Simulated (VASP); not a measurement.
# Si3Sn: single point with PBE

The system is Si3Sn.

```
Si Sn
1.0
     4.06107    0.00000    0.00000
     0.00000    4.06107    0.00000
     0.00000    0.00000    5.78155
Si Sn
3 1
Direct
  0.50000 0.00000 0.22451
  0.00000 0.50000 0.77549
  0.50000 0.50000 0.00000
  0.00000 0.00000 0.50000
```

```json
{
  "Program": "VASP 6.6.1",
  "Task": "single point",
  "Functional": "PBE",
  "Potentials or basis": "VASP PAW PBE potentials, release 64 (Si, Sn_d)",
  "Cutoff": "520 eV",
  "k mesh": "6 × 6 × 4",
  "Occupations": "gaussian, width 0.1 eV",
  "Spin": "no spin polarisation"
}
```

The pressure is 0.1 GPa and the largest force is 0.006 eV/Å. The band gap on the k mesh is 0.23 eV, indirect (least direct gap 0.49 eV).

Forces on the atoms (eV/Å):
```
Si   0.000  0.000  0.006
Si   0.000  0.000 -0.006
Si   0.000  0.000  0.000
Sn   0.000  0.000  0.000
```

Levels at points of the mesh, in eV from the valence-band top:
```
           k point  band 10  band 11  band 12  band 13  band 14  band 15  band 16  band 17
(0.00, 0.00, 0.00)    -3.00    -0.32     0.00     0.00     0.49     0.54     1.67     2.29
(0.50, 0.00, 0.00)    -3.76    -3.49    -2.03    -0.89     1.37     2.73     4.00     4.31
(0.50, 0.50, 0.00)    -3.11    -2.86    -2.86    -2.60     0.23     0.61     0.61     1.12
(0.00, 0.00, 0.50)    -2.51    -2.51    -1.38    -1.38     0.56     0.97     2.69     3.25
(0.50, 0.00, 0.50)    -1.98    -1.39    -1.31    -0.71     0.53     0.89     2.72     3.07
(0.50, 0.50, 0.50)    -3.72    -3.71    -3.71    -3.64     3.94     3.94     4.00     4.07
```

Run time: 80 s on 1 thread of Intel Xeon 8259CL (shared host), peak memory 0.22 GiB.

Caveat: spin-orbit coupling is left out, which moves the levels of the heavy elements. A k mesh can miss the band edges.
